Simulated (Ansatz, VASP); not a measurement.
**SiC in VASP and in Ansatz**

```
Si C
1.0
     0.00000    2.17900    2.17900
     2.17900    0.00000    2.17900
     2.17900    2.17900    0.00000
Si C
1 1
Direct
  0.00000 0.00000 0.00000
  0.25000 0.25000 0.25000
```

Alike in both runs: task relaxation of cell and atoms; functional PBE; k mesh 7 × 7 × 7; no spin polarisation.

|  | VASP | Ansatz |
| --- | --- | --- |
| version | VASP 6.6.1 | Ansatz 0.2.0 |
| potentials or method | VASP PAW PBE potentials, release 64 (Si, C), cutoff 600 eV | plane waves, PAW |
| occupations | gaussian, width 0.01 eV | fixed |
| valence electrons in the cell | 8 | 8 |

VASP gave:

| Quantity | Value |
| --- | --- |
| relaxed volume (Å³/atom) | 10.49 |
| relaxed cell length with the largest relative difference (Å) | 3.096 |

Q: Estimate Ansatz's values.

A: Relaxed volume (Å³/atom): 10.50; relaxed cell length with the largest relative difference (Å): 3.097.
